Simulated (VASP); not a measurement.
Wanted: the native input for a VASP 6.6.1 run.

- Task: single point
- Functional: PBE
- Potentials or basis: VASP PAW PBE potentials, release 64 (Mn_sv)
- Cutoff: 680 eV
- k mesh: 8 × 8 × 8
- Occupations: gaussian, width 0.1 eV
- Spin: no spin polarisation
- Dipole correction: no
- Further INCAR settings: ALGO = Normal; EDIFF = 1e-06; NBANDS = 22

The structure of Mn lies in POSCAR:

```
Mn
1.0
    0.0000000000      3.4430467377      1.8896405588
    1.8902424323      0.0000000000      1.8896405588
    1.8902424323      3.4430467377      0.0000000000
Mn
2
Direct
    0.1549506814      0.8450493186      0.1549506814
    0.8450493186      0.1549506814      0.8450493186
```

The input as run:

INCAR

```
SYSTEM = Mn
ALGO = Normal
EDIFF = 1E-6
ENCUT = 680
GGA = PE
GGA_COMPAT = .False.
ISIF = 2
ISMEAR = 0
LASPH = .True.
LCHARG = .True.
LELF = .True.
LREAL = .False.
LVHAR = .True.
LWAVE = .False.
NBANDS = 22
NELM = 120
PREC = Accurate
SIGMA = 0.1
```

KPOINTS

```
k-points
0
Gamma
  8 8 8
  0 0 0
```

Potentials or basis: VASP PAW PBE potentials, release 64 (Mn_sv).

The run is started by

```bash
$ cat potpaw_PBE.64/Mn_sv/POTCAR > POTCAR
$ mpirun -np 1 vasp_std > vasp.out
```

Results of the run:

| Property | Result |
| --- | --- |
| Pressure | -1.1 GPa |
| Largest force | 0.036 eV/Å |
| Band gap on the k mesh | zero (bands 15 and 16 overlap by 1.74 eV) |

Caveat: the run has no spin polarisation, though such a crystal can be magnetic.

Wall time 46 s on 1 thread of Intel(R) Xeon(R) Platinum 8559C (Emerald Rapids), with other jobs on the host, peak memory 0.21 GiB.
